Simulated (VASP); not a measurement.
Wanted: the native input for a VASP 6.6.1 run.

| Quantity | Value |
| --- | --- |
| Task | single point |
| Functional | PBE |
| Potentials or basis | VASP PAW PBE potentials, release 64 (C) |
| Cutoff | 520 eV |
| k mesh | 6 × 6 × 6 |
| Occupations | gaussian, width 0.1 eV |
| Spin | collinear spin, ferromagnetic start |
| Starting moments | [1.0, 1.0, 1.0] μB |
| Dipole correction | no |
| Further INCAR settings | ALGO = Normal; EDIFF = 1e-06; NBANDS = 17 |

The structure of C lies in POSCAR:

```
C
1.0
    2.6584642190      0.0000000000      0.0000000000
    0.0000000000      2.6584642190      0.0000000000
    0.0000000000      0.0000000000      2.6584642190
C
3
Direct
    0.5000000000      0.0000000000      0.0000000000
    0.0000000000      0.5000000000      0.0000000000
    0.0000000000      0.0000000000      0.5000000000
```

One way to write it, as run:

INCAR

```
ALGO = Normal
EDIFF = 1E-6
ENCUT = 520
GGA = PE
ISIF = 2
ISMEAR = 0
ISPIN = 2
LASPH = True
LCHARG = False
LORBIT = 11
LREAL = False
LWAVE = False
MAGMOM = 1 1 1
NBANDS = 17
NELM = 150
PREC = Accurate
SIGMA = 0.1
```

KPOINTS

```
k-points
0
Gamma
  6 6 6
```

Potentials or basis: VASP PAW PBE potentials, release 64 (C).

Run with:

```bash
$ cat potpaw_PBE.64/C/POTCAR > POTCAR
$ mpirun -np 1 vasp_std > vasp.out
```

It gave:

```json
{"Pressure": "-0.1 GPa", "Band gap on the k mesh": "zero (filled and empty bands overlap)", "Net moment": "0.00 μB per cell", "Valence electrons inside the program's atomic spheres": "C 2.21"}
```

Caveat: the k points lie up to 0.39 Å⁻¹ apart.

Run time: 8.4 s on 1 thread of Intel(R) Xeon(R) Platinum 8488C (Sapphire Rapids), with other jobs on the host, peak memory 0.12 GiB.
